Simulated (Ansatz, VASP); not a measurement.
## LiCl in VASP and in Ansatz

File INCAR:

```
SYSTEM = LiCl
PREC = Accurate
ENCUT = 520
EDIFF = 1E-7
ISMEAR = 0
SIGMA = 0.01
LREAL = .FALSE.
LASPH = .TRUE.
NELM = 60
ALGO = Normal
ISIF = 2
LWAVE = .FALSE.
LCHARG = .FALSE.
GGA = PE
NBANDS = 18
```

The input KPOINTS:

```
Automatic mesh
0
G
  6 6 4
  0 0 0
```

The input POSCAR:

```
LiCl
1.0
    3.9656499397      0.0000000000      0.0000000000
   -1.9828249699      3.4343535903      0.0000000000
    0.0000000000      0.0000000000      6.3476489088
Li Cl
2 2
Direct
    0.3333333333      0.6666666667     -0.0029826314
    0.6666666667      0.3333333333      0.4970173686
    0.3333333333      0.6666666667      0.3779826314
    0.6666666667      0.3333333333      0.8779826314
```

Input for Ansatz:

```yaml
crystal:
  lattice:
    - [3.9656499397, 0.0, 0.0]
    - [-1.9828249699, 3.4343535903, 0.0]
    - [0.0, 0.0, 6.3476489088]
  atoms:
    - { symbol: Li, position: [0.3333333333, 0.6666666667, -0.0029826314] }
    - { symbol: Li, position: [0.6666666667, 0.3333333333, 0.4970173686] }
    - { symbol: Cl, position: [0.3333333333, 0.6666666667, 0.3779826314] }
    - { symbol: Cl, position: [0.6666666667, 0.3333333333, 0.8779826314] }
kpoints:
  mp_grid: { grid: [6, 6, 4] }
hamiltonian:
  xc: pbe
scf:
  occupations: { method: fixed }
  n_extra_bands: 5
output:
  forces: true
  stress: true
  eigenvalues: true
```

Alike in both runs: task single point; functional PBE; k mesh 6 × 6 × 4; no spin polarisation.

|  | VASP | Ansatz |
| --- | --- | --- |
| version | VASP 6.6.1 | Ansatz 0.2.0 |
| potentials or method | VASP PAW PBE potentials, release 64 (Li_sv, Cl) | plane waves, PAW |
| plane-wave cutoff (eV) | 520 | 420 |
| occupations | gaussian, width 0.01 eV | fixed |
| valence electrons in the cell | 20 | 20 |

|  | VASP | Ansatz | Ansatz less VASP |
| --- | --- | --- | --- |
| gap on the k mesh at the Fermi level (eV) | 5.84 | 5.84 | -0.006 |

Noted on VASP's run: the cutoff is short for stress, so the pressure is rough.
